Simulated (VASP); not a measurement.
A run of VASP 6.6.1 is set up as follows.

File INCAR:

```
SYSTEM = LiTa4O
ALGO = Normal ; EDIFF = 1E-6
ENCUT = 520 ; GGA = PE
ISIF = 2 ; ISMEAR = 0
LASPH = .True. ; LCHARG = .True.
LELF = .True. ; LREAL = .False.
LVHAR = .True. ; LWAVE = .False.
NBANDS = 36 ; NELM = 60
PREC = Accurate ; SIGMA = 0.1
```

KPOINTS

```
k-points
0
Gamma
  6 6 4
  0 0 0
```

POSCAR

```
LiTa4O
1.0
    5.5074627089     -0.0000000031      0.0000000000
   -2.7537313518      4.7696026179      0.0000000000
    0.0000000000      0.0000000000      4.4270358937
Li Ta O
1 4 1
Direct
    0.0000000000      0.0000000000      0.0000000000
    0.6666666667      0.3333333333      0.0000000000
    0.5046482216      0.0092964431      0.5000000000
    0.9907035569      0.4953517784      0.5000000000
    0.5046482216      0.4953517784      0.5000000000
    0.3333333333      0.6666666667      0.0000000000
```

Potentials or basis: VASP PAW PBE potentials, release 64 (Li_sv, Ta_pv, O).

Command:

```sh
$ cat potpaw_PBE.64/Li_sv/POTCAR potpaw_PBE.64/Ta_pv/POTCAR potpaw_PBE.64/O/POTCAR > POTCAR
$ mpirun -np 1 vasp_std > vasp.out
```

Predict the band gap on the k mesh.

zero (an odd number of electrons rules out a gap without spin polarisation).

Forces in eV/Å, atoms in the order of the input:
```
Li   0.000  0.000  0.000
Ta   0.000  0.000  0.000
Ta   0.000  0.003  0.000
Ta  -0.002 -0.001  0.000
Ta   0.002 -0.001  0.000
O    0.000  0.000  0.000
```

Caveat: spin-orbit coupling is left out, which moves the levels of the heavy elements; an odd number of electrons without spin polarisation forces a metal; a magnetic or distorted state may lie lower.
